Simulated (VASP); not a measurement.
Set up this calculation in VASP 6.6.1, as the native input.

```yaml
Task: electric field gradients
Functional: PBE
Potentials_or_basis: VASP PAW PBE potentials, release 64 (Si, C)
Cutoff: 520 eV
k_mesh: 16 × 16 × 16
Occupations: fermi-dirac, width 0.08 eV
Spin: no spin polarisation
Dipole_correction: no
Further_INCAR_settings: ALGO = Normal; EDIFF = 1e-08; NBANDS = 11
```

The structure of SiC (zincblende type) lies in POSCAR:

```
SiC
1.0
    0.0000000000      2.2328221474      2.2328221474
    2.2328221474      0.0000000000      2.2328221474
    2.2328221474      2.2328221474      0.0000000000
Si C
1 1
Direct
    0.0000000000      0.0000000000      0.0000000000
    0.2500000000      0.2500000000      0.2500000000
```

The input as run:

INCAR

```
PREC = Accurate ; ENCUT = 520
EDIFF = 1E-8 ; ISMEAR = -1
SIGMA = 0.08 ; LREAL = False
LASPH = True ; NELM = 80
ALGO = Normal ; ISIF = 2
LWAVE = False ; LCHARG = False
GGA = PE ; LEFG = True
NBANDS = 11
```

KPOINTS

```
Automatic mesh
0
Gamma
  16 16 16
```

Potentials or basis: VASP PAW PBE potentials, release 64 (Si, C).

The run is started by

```console
$ cat potpaw_PBE.64/Si/POTCAR potpaw_PBE.64/C/POTCAR > POTCAR
$ mpirun -np 1 vasp_std > vasp.out
```

Results of the run:

| Property | Result |
| --- | --- |
| Pressure | -11.1 GPa |
| Band gap on the k mesh | 1.42 eV (least direct gap 4.46 eV) |
| Largest electric field gradient by atom | zero within the noise of the run |

Caveat: the cell stands under tension.

Wall time 16 s on 1 thread of Intel(R) Xeon(R) 6975P-C (Granite Rapids) (shared host), peak memory 0.15 GiB.
